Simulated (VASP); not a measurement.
# S (Fm-3m) in VASP: further runs, part 2 of 2

VASP 6.6.1. Earlier steps stand in the parts before.

## (3) Single point, PBE (volume scaled by 0.85)

The input, INCAR:

```
  ALGO = Normal
  EDIFF = 1E-6
  ENCUT = 520
  GGA = PE
  ISIF = 2
  ISMEAR = -1
  LASPH = True
  LCHARG = True
  LELF = True
  LREAL = False
  LVHAR = True
  LWAVE = False
  NBANDS = 9
  NELM = 60
  PREC = Accurate
  SIGMA = 0.08
```

The input, KPOINTS:

```
k-points
0
Gamma
  16 16 16
```

The input, POSCAR:

```
S
1.0
    0.0000000000      1.8897067073      1.8897067073
    1.8897067073      0.0000000000      1.8897067073
    1.8897067073      1.8897067073      0.0000000000
S
1
Direct
    0.0000000000      0.0000000000      0.0000000000
```

Potentials or basis: VASP PAW PBE potentials, release 64 (S).

The run is started by

```
$ cat potpaw_PBE.64/S/POTCAR > POTCAR
$ mpirun -np 1 vasp_std > vasp.out
```

OUTCAR:

```text
EDIFF = 1E-6
   ENCUT = 520
   GGA = PE
   ISIF = 2
   ISMEAR = -1
   LASPH = True
   LREAL = False
   NELM = 60
   PREC = Accurate

 ion  position               nearest neighbor table
   1  0.000  0.000  0.000-

  LATTYP: Found a face centered cubic cell.
 ALAT       =     3.7794134146

  Lattice vectors:

 A1 = (   0.0000000000,   1.8897067073,   1.8897067073)
 A2 = (   1.8897067073,   0.0000000000,   1.8897067073)
 A3 = (   1.8897067073,   1.8897067073,   0.0000000000)

Analysis of symmetry for initial positions (statically):
=====================================================================
 Subroutine PRICEL returns:
 Original cell was already a primitive cell.

 Routine SETGRP: Setting up the symmetry group for a
 face centered cubic supercell.

 Subroutine GETGRP returns: Found 48 space group operations
 (whereof 48 operations were pure point group operations)
 out of a pool of 48 trial point group operations.

The static configuration has the point symmetry O_h .

Analysis of symmetry for dynamics (positions and initial velocities):
=====================================================================
 Subroutine PRICEL returns:
 Original cell was already a primitive cell.

 Routine SETGRP: Setting up the symmetry group for a
 face centered cubic supercell.

 Subroutine GETGRP returns: Found 48 space group operations
 (whereof 48 operations were pure point group operations)
 out of a pool of 48 trial point group operations.

The dynamic configuration has the point symmetry O_h .

 Subroutine INISYM returns: Found 48 space group operations
 (whereof 48 operations are pure point group operations),
 and found     1 'primitive' translations

----------------------------------------------------------------------------------------

                                     Primitive cell

  volume of cell :      13.4963

  direct lattice vectors                    reciprocal lattice vectors
     0.000000000  1.889706707  1.889706707    -0.264591324  0.264591324  0.264591324
     1.889706707  0.000000000  1.889706707     0.264591324 -0.264591324  0.264591324
     1.889706707  1.889706707  0.000000000     0.264591324  0.264591324 -0.264591324

  length of vectors
     2.672448854  2.672448854  2.672448854     0.458285617  0.458285617  0.458285617

  position of ions in fractional coordinates (direct lattice)
     0.000000000  0.000000000  0.000000000

  ion indices of the primitive-cell ions
   primitive index   ion index
                 1           1

----------------------------------------------------------------------------------------

 KPOINTS: k-points

Automatic generation of k-mesh.
 Grid dimensions read from file:
 generate k-points for:   16   16   16

 Generating k-lattice:

  Cartesian coordinates                     Fractional coordinates (reciprocal lattice)
    -0.016536958  0.016536958  0.016536958     0.062500000  0.000000000  0.000000000
     0.016536958 -0.016536958  0.016536958     0.000000000  0.062500000  0.000000000
     0.016536958  0.016536958 -0.016536958     0.000000000  0.000000000  0.062500000

  Length of vectors
     0.028642851  0.028642851  0.028642851

  Shift w.r.t. Gamma in fractional coordinates (k-lattice)
     0.000000000  0.000000000  0.000000000

 Subroutine IBZKPT returns following result:
 ===========================================

 Found    145 irreducible k-points:

 Following reciprocal coordinates:
            Coordinates               Weight
  0.000000  0.000000  0.000000      1.000000
  0.062500  0.000000  0.000000      8.000000
  0.125000  0.000000  0.000000      8.000000
  0.187500  0.000000  0.000000      8.000000
  0.250000  0.000000  0.000000      8.000000
  0.312500  0.000000  0.000000      8.000000
[... 16 lines left out ...]
 -0.125000  0.062500  0.000000     24.000000
 -0.062500  0.062500  0.000000     12.000000
 [... further k-points ...]
   k-points           NKPTS =    145   k-points in BZ     NKDIM =    145   number of bands    NBANDS=      9
   number of dos      NEDOS =    301   number of ions     NIONS =      1
   total plane-waves  NPLWV =   8000
   dimension x,y,z NGX =    20 NGY =   20 NGZ =   20
   dimension x,y,z NGXF=    40 NGYF=   40 NGZF=   40
   ions per type =               1
   NGX,Y,Z   is equivalent  to a cutoff of  12.44, 12.44, 12.44 a.u.
   NGXF,Y,Z  is equivalent  to a cutoff of  24.88, 24.88, 24.88 a.u.
 SYSTEM =  unknown system
   PREC   = accura    normal or accurate (medium, high low for compatibility)
   ISTART =      0    job   : 0-new  1-cont  2-samecut
   ICHARG =      2    charge: 1-file 2-atom 10-const
   ISPIN  =      1    spin polarized calculation?
   LNONCOLLINEAR =      F non collinear calculations
   LSORBIT =      F    spin-orbit coupling
   LASPH  =      T    aspherical Exc in radial PAW
   ENCUT  =  520.0 eV  38.22 Ry    6.18 a.u.   4.97  4.97  4.97*2*pi/ulx,y,z
   NELM   =     60;   NELMIN=  2; NELMDL= -5     # of ELM steps
   EDIFF  = 0.1E-05   stopping-criterion for ELM
   LREAL  =      F    real-space projection
   EDIFFG = 0.1E-04   stopping-criterion for IOM
   NSW    =      0    number of steps for IOM
   IBRION =     -1    ionic relax: 0-MD 1-quasi-New 2-CG
   NFREE  =      0    steps in history (QN), initial steepest desc. (CG)
   ISIF   =      2    stress and relaxation
   ISYM   =      2    0-nonsym 1-usesym 2-fastsym
   POTIM  = 0.5000    time-step for ionic-motion
   TEBEG  =    0.0;   TEEND  =   0.0 temperature during run
   PSTRESS=    0.0 pullay stress
   NELECT =       6.0000    total number of electrons
   NUPDOWN=      -1.0000    fix difference up-down
   EMIN   =  10.00;   EMAX   =-10.00  energy-range for DOS
   EFERMI =   0.00;   METHOD = LEGACY
   ISMEAR =    -1;   SIGMA  =   0.08  broadening in eV -4-tet -1-fermi 0-gaus
   EFERMI_NEDOS =   21; number of points for ismear=-14 and -15
   IALGO  =     38    algorithm
   IMIX   =      4    mixing-type and parameters
     AMIX     =   0.40;   BMIX     =  1.00
     AMIX_MAG =   1.60;   BMIX_MAG =  1.00
  volume/ion in A,a.u.               =      13.50        91.08
  Fermi-wavevector in a.u.,A,eV,Ry     =   1.249456  2.361129 21.240591  1.561139
  Thomas-Fermi vector in A             =   2.383495
   LORBIT       =      0    0 simple, 1 ext, 2 COOP (PROOUT), +10 PAW based schemes
   GGA     = PE    functional components
   LHFCALC =     F    Hartree Fock is set to
   AEXX    =    0.0000 exact exchange contribution
   IVDW    =     0    specifies the selected vdW correction
   LEPSILON=     F    determine dielectric tensor
   LRPA    =     F    only Hartree local field effects (RPA)
 non-spin polarized calculation
  energy-cutoff  :      520.00
  volume of cell :       13.50
 maximum number of plane-waves:       380
   NGX =  9   NGY =  9   NGZ =  9

 number of electron       6.0000002 magnetization

 Free energy of the ion-electron system (eV)
  ---------------------------------------------------
  ext. energy  EPLUGINS =         0.00000000
  ---------------------------------------------------
  free energy    TOTEN  =        -2.72668334 eV

  energy without entropy =       -2.71459796  energy(sigma->0) =       -2.72064065

 E-fermi :   9.9699     XC(G=0): -11.9535

 val. band max:        9.9296223670   @ k =  -0.3750   0.3125   0.0625
 cond. band min:       9.9741028774   @ k =  -0.4375   0.3125   0.0000
 fundamental gap:      0.0444805104
 Fermi energy:         9.9699340006

 k-point     1 :       0.0000    0.0000    0.0000
  band No.  band energies     occupation
      1      -8.5404      2.00000
      2      14.0720      0.00000
      3      14.0720      0.00000
      4      14.0720      0.00000
      5      22.0942      0.00000
      6      22.0942      0.00000
      7      22.0942      0.00000
      8      27.0430      0.00000
      9      28.2157      0.00000

 k-point     2 :       0.0625    0.0000    0.0000
  band No.  band energies     occupation
      1      -8.4320      2.00000
      2      13.4061      0.00000
      3      13.9728      0.00000
      4      13.9728      0.00000
      5      21.9727      0.00000
      6      22.2997      0.00000
      7      22.2997      0.00000
      8      27.3435      0.00000
      9      27.8650      0.00000
[... 253 lines left out ...]
 k-point    24 :      -0.0625    0.0625    0.0000
  band No.  band energies     occupation
      1      -8.2518      2.00000
      2      12.7142      0.00000
      3      13.2923      0.00000
      4      14.0488      0.00000
      5      21.7361      0.00000
      6      22.3864      0.00000
      7      22.9027      0.00000
      8      26.9119      0.00000
      9      27.3166      0.00000

 [... further k-points ...]

------------------------ aborting loop because EDIFF is reached ----------------------------------------

  FORCE on cell =-STRESS in cart. coord.  units (eV):
  Direction    XX          YY          ZZ          XY          YZ          ZX
  --------------------------------------------------------------------------------------
  -------------------------------------------------------------------------------------
  Total        1.4994932      1.4994932      1.4994932     -0.0000000      0.0000000      0.0000000
  in kB      178.0089627    178.0089627    178.0089627     -0.0000000      0.0000000      0.0000000
  external PRESSURE =     178.0089627 kB  Pullay stress =       0.0000000 kB

 VOLUME and BASIS-vectors are now :
 -----------------------------------------------------------------------------
  energy-cutoff  :      520.00
  volume of cell :       13.50
      direct lattice vectors                 reciprocal lattice vectors
     0.000000000  1.889706707  1.889706707    -0.264591324  0.264591324  0.264591324
     1.889706707  0.000000000  1.889706707     0.264591324 -0.264591324  0.264591324
     1.889706707  1.889706707  0.000000000     0.264591324  0.264591324 -0.264591324

 POSITION                                       TOTAL-FORCE (eV/Angst)
 -----------------------------------------------------------------------------------
      0.00000      0.00000      0.00000         0.000000      0.000000      0.000000
 -----------------------------------------------------------------------------------
    total drift:                                0.000000     -0.000000     -0.000000

  FREE ENERGIE OF THE ION-ELECTRON SYSTEM (eV)
  ---------------------------------------------------
  free  energy   TOTEN  =        -2.7266833445 eV

  energy  without entropy=       -2.7145979595  energy(sigma->0) =       -2.72064065
```

stdout:

```text
POSCAR found type information on POSCAR S
 POSCAR found :  1 types and       1 ions
 scaLAPACK will be used
 LDA part: xc-table for (Slater+PW92), standard interpolation
 POSCAR, INCAR and KPOINTS ok, starting setup
 FFT: planning ... GRIDC
 FFT: planning ... GRID_SOFT
 FFT: planning ... GRID
 WAVECAR not read
 entering main loop
```

It took 9.8 s on 1 thread of Intel Xeon 6975P-C, shared host; peak memory 0.13 GiB.

Results:

```
Free energy            : -2.7267 eV
Pressure               : 17.8 GPa
Band gap on the k mesh : zero (band 3 reaches 14.07 eV, above the bottom of band 4 at 6.60 eV)
```

Levels at points of the mesh, in eV from the Fermi level:
```tsv
k point	band 1	band 2	band 3	band 4	band 5	band 6	band 7
(0.00, 0.00, 0.00)	-18.51	4.10	4.10	4.10	12.12	12.12	12.12
(0.50, 0.00, 0.00)	-13.31	-8.97	2.45	2.45	10.03	11.23	11.23
(0.50, 0.50, 0.00)	-11.10	-7.77	-1.01	-1.01	4.95	5.08	23.39
```

## (4) Single point, PBE (volume scaled by 0.95)

The input, INCAR:

```
SYSTEM = S
PREC = Accurate
ENCUT = 520
EDIFF = 1E-7
ISMEAR = -1
SIGMA = 0.08
LREAL = .False.
LASPH = .True.
NELM = 60
ALGO = Normal
ISIF = 2
LWAVE = .False.
LCHARG = .False.
GGA = PE
NBANDS = 9
```

The input, KPOINTS:

```
regular mesh
0
Gamma
  16 16 16
  0 0 0
```

The input, POSCAR:

```
S
1.0
    0.0000000000      1.9610829524      1.9610829524
    1.9610829524      0.0000000000      1.9610829524
    1.9610829524      1.9610829524      0.0000000000
S
1
Direct
    0.0000000000      0.0000000000      0.0000000000
```

The run is started by

```
$ cat potpaw_PBE.64/S/POTCAR > POTCAR
$ mpirun -np 1 vasp_std > vasp.out
```

Run time: 12 s. Hardware: 1 thread of Intel Xeon 6975P-C, shared host; peak memory 0.14 GiB.

The run converged. Its results:

```yaml
Free_energy: -2.8315 eV
Pressure: 4.4 GPa
Band_gap_on_the_k_mesh: zero (band 3 reaches 11.62 eV, above the bottom of band 4 at 5.42 eV)
```

Levels at points of the mesh, in eV from the Fermi level:
```
           k point  band 1  band 2  band 3  band 4  band 5  band 6
(0.00, 0.00, 0.00)  -17.23    3.44    3.44    3.44   12.12   12.12
(0.50, 0.00, 0.00)  -12.81   -7.86    2.05    2.05    9.60   11.31
(0.50, 0.50, 0.00)  -11.01   -6.81   -0.88   -0.88    5.25    5.66
```
